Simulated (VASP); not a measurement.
# Al (I4/mmm) in VASP: further runs

Runs on Al. Level: PBEsol. Tasks: single point.

Everything below comes from runs of VASP 6.6.1. Logs are shortened: lines on timing, memory, paths and dates and some standing lists are left out, and cuts for length are marked.

### Step 1. The cell of the first run

Symmetry: I4/mmm, No. 139, tetragonal system. The conventional cell has a = 2.948 Å, b = 2.948 Å, c = 4.048 Å, α = 90.00°, β = 90.00°, γ = 90.00°. Al (site symmetry 4/mmm) has 12 Al at 2.91 to 2.95 Å within 3.8 Å.

### Step 2. Single point, PBEsol (strain +0.030 along x and y, +0.000 along z)

File INCAR:

```
SYSTEM = Al
PREC     = Accurate       ! precision mode
ENCUT    = 520            ! plane-wave cutoff, eV
EDIFF    = 1E-6           ! SCF threshold, eV
ISMEAR   = 0              ! smearing method
SIGMA    = 0.15           ! smearing width, eV
LREAL    = .FALSE.        ! projectors in reciprocal space
LASPH    = .TRUE.         ! aspherical terms in the spheres
NELM     = 100            ! most SCF steps
ALGO     = Normal         ! electronic algorithm
ISIF     = 2              ! what is computed and relaxed
LWAVE    = .FALSE.        ! write WAVECAR
LCHARG   = .FALSE.        ! write CHGCAR
GGA      = PS             ! functional
NBANDS   = 8              ! bands
```

File KPOINTS:

```
regular mesh
0
G
  20 20 20
  0 0 0
```

File POSCAR:

```
Al
1.0
    0.0000000000      2.0846994000      2.0239800000
    2.0846994000      0.0000000000      2.0239800000
    2.0846994000      2.0846994000      0.0000000000
Al
1
Direct
    0.0000000000      0.0000000000      0.0000000000
```

Potentials or basis: VASP PAW PBE potentials, release 64 (Al).

The run is started by

```
$ cat potpaw_PBE.64/Al/POTCAR > POTCAR
$ mpirun -np 1 vasp_std > vasp.out
```

OUTCAR:

```text
SYSTEM = Al
   PREC = Accurate
   ENCUT = 520
   EDIFF = 1E-6
   ISMEAR = 0
   LREAL = .FALSE.
   LASPH = .TRUE.
   NELM = 100
   ISIF = 2
   GGA = PS

 ion  position               nearest neighbor table
   1  0.000  0.000  0.000-

  LATTYP: Found a body centered tetragonal cell.
 ALAT       =     2.9482101650
 C/A-ratio  =     1.3730228761

  Lattice vectors:

 A1 = (   0.0000000000,  -2.0846994000,  -2.0239800000)
 A2 = (   0.0000000000,   2.0846994000,  -2.0239800000)
 A3 = (   2.0846994000,   0.0000000000,   2.0239800000)

Analysis of symmetry for initial positions (statically):
=====================================================================
 Subroutine PRICEL returns:
 Original cell was already a primitive cell.

 Routine SETGRP: Setting up the symmetry group for a
 body centered tetragonal supercell.

 Subroutine GETGRP returns: Found 16 space group operations
 (whereof 16 operations were pure point group operations)
 out of a pool of 16 trial point group operations.

The static configuration has the point symmetry D_4h.

Analysis of symmetry for dynamics (positions and initial velocities):
=====================================================================
 Subroutine PRICEL returns:
 Original cell was already a primitive cell.

 Routine SETGRP: Setting up the symmetry group for a
 body centered tetragonal supercell.

 Subroutine GETGRP returns: Found 16 space group operations
 (whereof 16 operations were pure point group operations)
 out of a pool of 16 trial point group operations.

The dynamic configuration has the point symmetry D_4h.

 Subroutine INISYM returns: Found 16 space group operations
 (whereof 16 operations are pure point group operations),
 and found     1 'primitive' translations

----------------------------------------------------------------------------------------

                                     Primitive cell

  volume of cell :      17.5923

  direct lattice vectors                    reciprocal lattice vectors
     0.000000000  2.084699400  2.023980000    -0.239842732  0.239842732  0.247038014
     2.084699400  0.000000000  2.023980000     0.239842732 -0.239842732  0.247038014
     2.084699400  2.084699400  0.000000000     0.239842732  0.239842732 -0.247038014

  length of vectors
     2.905592303  2.905592303  2.948210165     0.419615125  0.419615125  0.419615125

  position of ions in fractional coordinates (direct lattice)
     0.000000000  0.000000000  0.000000000

  ion indices of the primitive-cell ions
   primitive index   ion index
                 1           1

----------------------------------------------------------------------------------------

 KPOINTS: regular mesh

Automatic generation of k-mesh.
 Grid dimensions read from file:
 generate k-points for:   20   20   20

 Generating k-lattice:

  Cartesian coordinates                     Fractional coordinates (reciprocal lattice)
    -0.011992137  0.011992137  0.012351901     0.050000000 -0.000000000  0.000000000
     0.011992137 -0.011992137  0.012351901    -0.000000000  0.050000000  0.000000000
     0.011992137  0.011992137 -0.012351901     0.000000000  0.000000000  0.050000000

  Length of vectors
     0.020980756  0.020980756  0.020980756

  Shift w.r.t. Gamma in fractional coordinates (k-lattice)
     0.000000000  0.000000000  0.000000000

 Subroutine IBZKPT returns following result:
 ===========================================

 Found    641 irreducible k-points:

 Following reciprocal coordinates:
            Coordinates               Weight
  0.000000  0.000000  0.000000      1.000000
  0.050000  0.000000  0.000000      8.000000
  0.100000  0.000000  0.000000      8.000000
  0.150000  0.000000  0.000000      8.000000
  0.200000  0.000000  0.000000      8.000000
  0.250000 -0.000000  0.000000      8.000000
[... 16 lines left out ...]
 -0.400000  0.050000  0.000000      8.000000
 -0.350000  0.050000  0.000000      8.000000
 [... further k-points ...]
   k-points           NKPTS =    641   k-points in BZ     NKDIM =    641   number of bands    NBANDS=      8
   number of dos      NEDOS =    301   number of ions     NIONS =      1
   total plane-waves  NPLWV =  13824
   dimension x,y,z NGX =    24 NGY =   24 NGZ =   24
   dimension x,y,z NGXF=    48 NGYF=   48 NGZF=   48
   ions per type =               1
   NGX,Y,Z   is equivalent  to a cutoff of  13.73, 13.73, 13.53 a.u.
   NGXF,Y,Z  is equivalent  to a cutoff of  27.46, 27.46, 27.07 a.u.
 SYSTEM =  Al
   PREC   = accura    normal or accurate (medium, high low for compatibility)
   ISTART =      0    job   : 0-new  1-cont  2-samecut
   ICHARG =      2    charge: 1-file 2-atom 10-const
   ISPIN  =      1    spin polarized calculation?
   LNONCOLLINEAR =      F non collinear calculations
   LSORBIT =      F    spin-orbit coupling
   LASPH  =      T    aspherical Exc in radial PAW
   ENCUT  =  520.0 eV  38.22 Ry    6.18 a.u.   5.40  5.40  5.48*2*pi/ulx,y,z
   NELM   =    100;   NELMIN=  2; NELMDL= -5     # of ELM steps
   EDIFF  = 0.1E-05   stopping-criterion for ELM
   LREAL  =      F    real-space projection
   EDIFFG = 0.1E-04   stopping-criterion for IOM
   NSW    =      0    number of steps for IOM
   IBRION =     -1    ionic relax: 0-MD 1-quasi-New 2-CG
   NFREE  =      0    steps in history (QN), initial steepest desc. (CG)
   ISIF   =      2    stress and relaxation
   ISYM   =      2    0-nonsym 1-usesym 2-fastsym
   POTIM  = 0.5000    time-step for ionic-motion
   TEBEG  =    0.0;   TEEND  =   0.0 temperature during run
   PSTRESS=    0.0 pullay stress
   NELECT =       3.0000    total number of electrons
   NUPDOWN=      -1.0000    fix difference up-down
   EMIN   =  10.00;   EMAX   =-10.00  energy-range for DOS
   EFERMI =   0.00;   METHOD = LEGACY
   ISMEAR =     0;   SIGMA  =   0.15  broadening in eV -4-tet -1-fermi 0-gaus
   EFERMI_NEDOS =   21; number of points for ismear=-14 and -15
   IALGO  =     38    algorithm
   IMIX   =      4    mixing-type and parameters
     AMIX     =   0.40;   BMIX     =  1.00
     AMIX_MAG =   1.60;   BMIX_MAG =  1.00
  volume/ion in A,a.u.               =      17.59       118.72
  Fermi-wavevector in a.u.,A,eV,Ry     =   0.907836  1.715562 11.213470  0.824167
  Thomas-Fermi vector in A             =   2.031691
   LORBIT       =      0    0 simple, 1 ext, 2 COOP (PROOUT), +10 PAW based schemes
   GGA     = PS    functional components
   LHFCALC =     F    Hartree Fock is set to
   AEXX    =    0.0000 exact exchange contribution
   IVDW    =     0    specifies the selected vdW correction
   LEPSILON=     F    determine dielectric tensor
   LRPA    =     F    only Hartree local field effects (RPA)
 non-spin polarized calculation
 Gauss-broadening in eV      SIGMA  =   0.15
  energy-cutoff  :      520.00
  volume of cell :       17.59
 maximum number of plane-waves:       500
 NGX is ok and might be reduce to    24
   NGX = 11   NGY = 11   NGZ = 11

 number of electron       3.0000000 magnetization

 Free energy of the ion-electron system (eV)
  ---------------------------------------------------
  ext. energy  EPLUGINS =         0.00000000
  ---------------------------------------------------
  free energy    TOTEN  =        -4.06731106 eV

  energy without entropy =       -4.06300136  energy(sigma->0) =       -4.06515621

 E-fermi :   7.3223     XC(G=0): -10.0257

 val. band max:        7.3168573513   @ k =  -0.3500   0.4500   0.2000
 cond. band min:       7.3288233495   @ k =  -0.4500   0.3500   0.0500
 fundamental gap:      0.0119659982
 Fermi energy:         7.3222913089

 k-point     1 :       0.0000    0.0000    0.0000
  band No.  band energies     occupation
      1      -3.3963      2.00000
      2      19.4566      0.00000
      3      19.4566      0.00000
      4      19.7590      0.00000
      5      20.5155      0.00000
      6      20.6015      0.00000
      7      20.6015      0.00000
      8      23.3355      0.00000

 k-point     2 :       0.0500    0.0000    0.0000
  band No.  band energies     occupation
      1      -3.3311      2.00000
      2      18.1934      0.00000
      3      19.1320      0.00000
      4      19.3345      0.00000
      5      20.9664      0.00000
      6      21.0200      0.00000
      7      21.2253      0.00000
      8      24.0023      0.00000

 k-point     3 :       0.1000    0.0000    0.0000
  band No.  band energies     occupation
      1      -3.1359      2.00000
      2      16.2792      0.00000
      3      18.6202      0.00000
      4      18.8455      0.00000
      5      21.3938      0.00000
      6      21.7489      0.00000
      7      21.7783      0.00000
      8      24.2954      0.00000

 k-point     4 :       0.1500    0.0000    0.0000
  band No.  band energies     occupation
      1      -2.8110      2.00000
      2      14.3317      0.00000
      3      18.1631      0.00000
      4      18.4324      0.00000
      5      21.3089      0.00000
      6      22.3085      0.00000
      7      22.5191      0.00000
      8      23.7700      0.00000

 k-point     5 :       0.2000    0.0000    0.0000
  band No.  band energies     occupation
      1      -2.3574      2.00000
      2      12.4318      0.00000
      3      17.8002      0.00000
      4      18.1187      0.00000
      5      21.1728      0.00000
      6      21.8136      0.00000
      7      22.5435      0.00000
      8      24.3053      0.00000

 k-point     6 :       0.2500   -0.0000    0.0000
  band No.  band energies     occupation
      1      -1.7762      2.00000
      2      10.6082      0.00000
      3      17.5410      0.00000
      4      17.9103      0.00000
      5      20.9860      0.00000
      6      21.0691      0.00000
      7      21.7756      0.00000
      8      25.2841      0.00000

 k-point     7 :       0.3000    0.0000    0.0000
  band No.  band energies     occupation
      1      -1.0689      2.00000
      2       8.8752      0.00000
      3      17.3888      0.00000
      4      17.8089      0.00000
      5      20.1859      0.00000
      6      20.9524      0.00000
      7      21.0373      0.00000
      8      24.5825      0.00000
[... 133 lines left out ...]
 k-point    20 :       0.4500    0.0500    0.0000
  band No.  band energies     occupation
      1       1.5060      2.00000
      2       4.7721      2.00000
      3      16.5629      0.00000
      4      17.9066      0.00000
      5      18.1895      0.00000
      6      19.5526      0.00000
      7      22.3961      0.00000
      8      22.9864      0.00000

 k-point    21 :       0.5000    0.0500    0.0000
  band No.  band energies     occupation
      1       2.6612      2.00000
      2       3.4309      2.00000
      3      16.8151      0.00000
      4      17.4600      0.00000
      5      18.4030      0.00000
      6      19.1249      0.00000
      7      22.2362      0.00000
      8      23.0261      0.00000

 k-point    22 :      -0.4500    0.0500    0.0000
  band No.  band energies     occupation
      1       2.2017      2.00000
      2       3.9346      2.00000
      3      17.0617      0.00000
      4      17.1727      0.00000
      5      18.7911      0.00000
      6      18.8123      0.00000
      7      21.8952      0.00000
      8      23.4603      0.00000

 k-point    23 :      -0.4000    0.0500    0.0000
  band No.  band energies     occupation
      1       1.0914      2.00000
      2       5.3193      2.00000
      3      16.7694      0.00000
      4      17.6223      0.00000
      5      18.6285      0.00000
      6      19.2956      0.00000
      7      21.6286      0.00000
      8      24.0317      0.00000

 k-point    24 :      -0.3500    0.0500    0.0000
  band No.  band energies     occupation
      1       0.1005      2.00000
      2       6.8139      2.00000
      3      16.5876      0.00000
      4      18.0886      0.00000
      5      18.6471      0.00000
      6      19.9089      0.00000
      7      21.4643      0.00000
      8      24.6983      0.00000

 [... further k-points ...]

------------------------ aborting loop because EDIFF is reached ----------------------------------------

  FORCE on cell =-STRESS in cart. coord.  units (eV):
  Direction    XX          YY          ZZ          XY          YZ          ZX
  --------------------------------------------------------------------------------------
  -------------------------------------------------------------------------------------
  Total       -0.6348876     -0.6348876     -0.5667155      0.0000000      0.0000000     -0.0000000
  in kB      -57.8208319    -57.8208319    -51.6122255      0.0000000      0.0000000     -0.0000000
  external PRESSURE =     -55.7512965 kB  Pullay stress =       0.0000000 kB

 VOLUME and BASIS-vectors are now :
 -----------------------------------------------------------------------------
  energy-cutoff  :      520.00
  volume of cell :       17.59
      direct lattice vectors                 reciprocal lattice vectors
     0.000000000  2.084699400  2.023980000    -0.239842732  0.239842732  0.247038014
     2.084699400  0.000000000  2.023980000     0.239842732 -0.239842732  0.247038014
     2.084699400  2.084699400  0.000000000     0.239842732  0.239842732 -0.247038014

 POSITION                                       TOTAL-FORCE (eV/Angst)
 -----------------------------------------------------------------------------------
      0.00000      0.00000      0.00000         0.000000     -0.000000     -0.000000
 -----------------------------------------------------------------------------------
    total drift:                               -0.000000      0.000000     -0.000000

  FREE ENERGIE OF THE ION-ELECTRON SYSTEM (eV)
  ---------------------------------------------------
  free  energy   TOTEN  =        -4.0673110559 eV

  energy  without entropy=       -4.0630013612  energy(sigma->0) =       -4.06515621
```

Run time: 40 s. Hardware: 1 thread of Intel Xeon Platinum 8259CL at 2.50GHz (Skylake/Cascade Lake), shared host; peak memory 0.19 GiB.

What came out:

* Free energy: -4.0673 eV
* Pressure: -5.6 GPa

Caveat: the cell differs from its parent crystal (strain +0.030 along x and y, +0.000 along z); the PAW data sets were made with another functional, which shifts forces and pressure a little.

### Step 3. Single point, PBEsol (strain +0.015 along x and y, +0.030 along z)

File INCAR:

```
PREC     = Accurate       # precision mode
ENCUT    = 520            # plane-wave cutoff, eV
EDIFF    = 1E-6           # SCF threshold, eV
ISMEAR   = 0              # smearing method
SIGMA    = 0.15           # smearing width, eV
LREAL    = False          # projectors in reciprocal space
LASPH    = True           # aspherical terms in the spheres
NELM     = 60             # most SCF steps
ALGO     = Fast           # electronic algorithm
ISIF     = 2              # what is computed and relaxed
LWAVE    = False          # write WAVECAR
LCHARG   = False          # write CHGCAR
GGA      = PS             # functional
NBANDS   = 8              # bands
```

File KPOINTS:

```
regular mesh
0
Gamma
  20 20 20
```

File POSCAR:

```
Al
1.0
    0.0000000000      2.0543397000      2.0846994000
    2.0543397000      0.0000000000      2.0846994000
    2.0543397000      2.0543397000      0.0000000000
Al
1
Direct
    0.0000000000      0.0000000000      0.0000000000
```

Potentials or basis: VASP PAW PBE potentials, release 64 (Al).

The run is started by

```
$ cat potpaw_PBE.64/Al/POTCAR > POTCAR
$ mpirun -np 1 vasp_std > vasp.out
```

Wall time 44 s (1 thread of Intel Xeon Platinum 8259CL at 2.50GHz (Skylake/Cascade Lake), shared host); peak memory 0.19 GiB.

It converged, with:

| Quantity | Value |
| --- | --- |
| Free energy | -4.0672 eV |
| Pressure | -5.6 GPa |

Stress tensor (GPa, compression positive):
```
-5.43  0.00  0.00
 0.00 -5.43  0.00
 0.00  0.00 -5.97
```

Levels at points of the mesh, in eV from the Fermi level:
| k point | band 1 | band 2 | band 3 | band 4 | band 5 | band 6 |
| --- | --- | --- | --- | --- | --- | --- |
| (0.00, 0.00, 0.00) | -10.73 | 12.12 | 12.27 | 12.27 | 13.22 | 13.22 |
| (0.50, 0.00, 0.00) | -4.37 | -4.32 | 10.52 | 10.87 | 10.95 | 11.27 |
| (0.50, 0.50, 0.00) | -2.93 | -1.83 | 5.31 | 5.44 | 5.44 | 8.63 |
| (0.50, 0.00, 0.50) | -2.73 | -1.54 | 5.13 | 5.15 | 5.23 | 8.36 |

Caveat: the cell differs from its parent crystal (strain +0.015 along x and y, +0.030 along z); the PAW data sets were made with another functional, which shifts forces and pressure a little.

### Step 4. Single point, PBEsol (strain +0.030 along x and y, +0.015 along z)

File INCAR:

```
SYSTEM = Al
ALGO     = Fast           ! electronic algorithm
EDIFF    = 1E-7           ! SCF threshold, eV
ENCUT    = 520            ! plane-wave cutoff, eV
GGA      = PS             ! functional
ISIF     = 2              ! what is computed and relaxed
ISMEAR   = 0              ! smearing method
LASPH    = .True.         ! aspherical terms in the spheres
LCHARG   = .True.         ! write CHGCAR
LELF     = .True.         ! ELF
LREAL    = .False.        ! projectors in reciprocal space
LVHAR    = .True.       
LWAVE    = .False.        ! write WAVECAR
NBANDS   = 8              ! bands
NELM     = 100            ! most SCF steps
PREC     = Accurate       ! precision mode
SIGMA    = 0.15           ! smearing width, eV
```

File KPOINTS:

```
k-points
0
Gamma
  20 20 20
  0 0 0
```

File POSCAR:

```
Al
1.0
    0.0000000000      2.0846994000      2.0543397000
    2.0846994000      0.0000000000      2.0543397000
    2.0846994000      2.0846994000      0.0000000000
Al
1
Direct
    0.0000000000      0.0000000000      0.0000000000
```

The run is started by

```
$ cat potpaw_PBE.64/Al/POTCAR > POTCAR
$ mpirun -np 1 vasp_std > vasp.out
```

It took 60 s on 1 thread of Intel Xeon Platinum 8259CL at 2.50GHz (Skylake/Cascade Lake), shared host; peak memory 0.2 GiB.

The run converged. Its results:

- Free energy: -4.0577 eV
- Pressure: -6.4 GPa

Levels at points of the mesh, in eV from the Fermi level:
```csv
k point,band 1,band 2,band 3,band 4,band 5,band 6
"(0.00, 0.00, 0.00)",-10.62,12.10,12.10,12.24,13.03,13.07
"(0.50, 0.00, 0.00)",-4.31,-4.30,10.39,10.71,10.90,11.20
"(0.50, 0.50, 0.00)",-2.62,-1.44,5.04,5.04,5.10,8.15
"(0.50, 0.00, 0.50)",-2.82,-1.73,5.24,5.26,5.34,8.42
```

Caveat: the cell differs from its parent crystal (strain +0.030 along x and y, +0.015 along z); the PAW data sets were made with another functional, which shifts forces and pressure a little.

### Step 5. Summary

```csv
cell,gap on the mesh (eV),pressure (GPa)
"a = 2.906, b = 2.906, c = 2.948 Å, angles 59.5, 59.5, 61.0°, 1 atom",none,-5.6
"a = 2.927, b = 2.927, c = 2.905 Å, angles 60.2, 60.2, 59.5°, 1 atom",none,-5.6
"a = 2.927, b = 2.927, c = 2.948 Å, angles 59.8, 59.8, 60.5°, 1 atom",none,-6.4
```

Alike in all rows: task single point; level PBEsol; potentials or basis VASP PAW PBE potentials, release 64 (Al); no spin polarisation; k mesh 20 × 20 × 20; cutoff (eV) 520; smearing gaussian 0.15 eV.

Caveats: the PAW data sets were made with another functional, which shifts forces and pressure a little.

Absolute energies hang on the potentials; compare differences alone.
